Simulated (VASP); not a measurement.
Here is a VASP 6.6.1 calculation.

Contents of POSCAR:

```
Os
1.0
    1.0291650154      2.5729125384      2.5729125384
    2.5729125384      1.0291650154      2.5729125384
    2.5729125384      2.5729125384      1.0291650154
Os
1
Direct
    0.0000000000      0.0000000000      0.0000000000
```

File INCAR.step1:

```
SYSTEM = Os
PREC = Accurate
ENCUT = 520
ISMEAR = 0
SIGMA = 0.15
LREAL = .False.
LASPH = .True.
NELM = 60
NBANDS = 10
GGA = PE
ALGO = Normal
EDIFF = 1E-4
LWAVE = .True.
LCHARG = .False.
```

File INCAR.step2:

```
SYSTEM = Os
PREC = Accurate
ENCUT = 520
EDIFF = 1E-7
ISMEAR = 0
SIGMA = 0.15
LREAL = .False.
LASPH = .True.
NELM = 60
ALGO = Normal
ISIF = 2
LWAVE = .False.
LCHARG = .True.
METAGGA = R2SCAN
LMIXTAU = .True.
LELF = .True.
LVHAR = .True.
NBANDS = 10
ISTART = 1
```

File KPOINTS:

```
regular mesh
0
Gamma
  24 24 24
  0 0 0
```

Potentials or basis: VASP PAW PBE potentials, release 64 (Os).

Command:

```console
$ cat potpaw_PBE.64/Os/POTCAR > POTCAR
$ cp INCAR.step1 INCAR
$ mpirun -np 1 vasp_std > vasp.out
$ cp INCAR.step2 INCAR
$ mpirun -np 1 vasp_std > vasp.out
```

(1) Predict the pressure.

(2) Predict the band gap on the k mesh.

## Answers

(1) 220.2 GPa.

(2) zero (bands 4 and 5 overlap by 4.87 eV).

Caveat: the cell stands under pressure; the PAW data sets were made with another functional, which shifts forces and pressure a little; spin-orbit coupling is left out, which moves the levels of the heavy elements.
